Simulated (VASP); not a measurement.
# SnO2: single point with r2SCAN

SnO2:

```
CELL_PARAMETERS angstrom
4.75982 0.00000 0.00000
0.00000 4.76006 0.00000
0.00000 0.00000 3.20071
ATOMIC_POSITIONS crystal
Sn 0.49852 0.50323 0.50000
Sn 0.99675 0.00434 0.00000
O 0.29218 0.30596 0.00000
O 0.83710 0.16594 0.50000
O 0.22538 0.77786 0.50000
O 0.68045 0.69404 0.00000
```

This cell differs from its parent crystal: mode 15 (597.8 1/cm) frozen in, largest displacement -0.200 Å.

```json
{
 "Program": "VASP 6.6.1",
 "Task": "single point",
 "Functional": "r2SCAN",
 "Potentials or basis": "VASP PAW PBE potentials, release 64 (Sn_d, O)",
 "Cutoff": "520 eV",
 "k mesh": "6 × 6 × 8",
 "Occupations": "gaussian, width 0.05 eV",
 "Spin": "no spin polarisation"
}
```

| Property | Result |
| --- | --- |
| Pressure | 9.0 GPa |
| Largest force | 5.937 eV/Å |
| Band gap on the k mesh | 1.72 eV, direct |

Forces in eV/Å, atoms in the order of the input:
```
Sn   1.944 -3.282  0.000
Sn   2.408 -3.313  0.000
O    1.300 -0.027  0.000
O   -2.850  2.473  0.000
O   -4.328  4.064  0.000
O    1.526  0.085  0.000
```

Stress tensor (GPa, compression positive):
```
 8.44 -6.05  0.00
-6.05  8.47  0.00
 0.00  0.00 10.21
```

Levels at points of the mesh, in eV from the valence-band top:
| k point | band 24 | band 25 | band 26 | band 27 | band 28 | band 29 |
| --- | --- | --- | --- | --- | --- | --- |
| (0.00, 0.00, 0.00) | -0.93 | -0.84 | 0.00 | 1.72 | 6.55 | 7.02 |
| (0.50, 0.00, 0.00) | -1.12 | -0.93 | -0.33 | 4.67 | 5.04 | 7.68 |
| (0.00, 0.50, 0.00) | -0.97 | -0.96 | -0.46 | 4.68 | 4.95 | 7.72 |
| (0.50, 0.50, 0.00) | -1.08 | -1.02 | -0.90 | 5.04 | 5.34 | 8.13 |
| (0.00, 0.00, 0.50) | -1.74 | -1.30 | -1.17 | 6.27 | 6.59 | 9.40 |
| (0.50, 0.00, 0.50) | -1.01 | -0.71 | -0.71 | 6.31 | 6.70 | 8.67 |
| (0.00, 0.50, 0.50) | -1.02 | -0.68 | -0.67 | 6.36 | 6.78 | 8.71 |
| (0.50, 0.50, 0.50) | -0.96 | -0.78 | -0.60 | 5.18 | 5.26 | 9.57 |

Run time: 20 min on 1 thread of Oxide Virtual Turin-like Processor, on a shared host, peak memory 0.29 GiB.

Caveat: the cell differs from its parent crystal (mode 15 (597.8 1/cm) frozen in, largest displacement -0.200 Å); the PAW data sets were made with another functional, which shifts forces and pressure a little; spin-orbit coupling is left out, which moves the levels of the heavy elements.
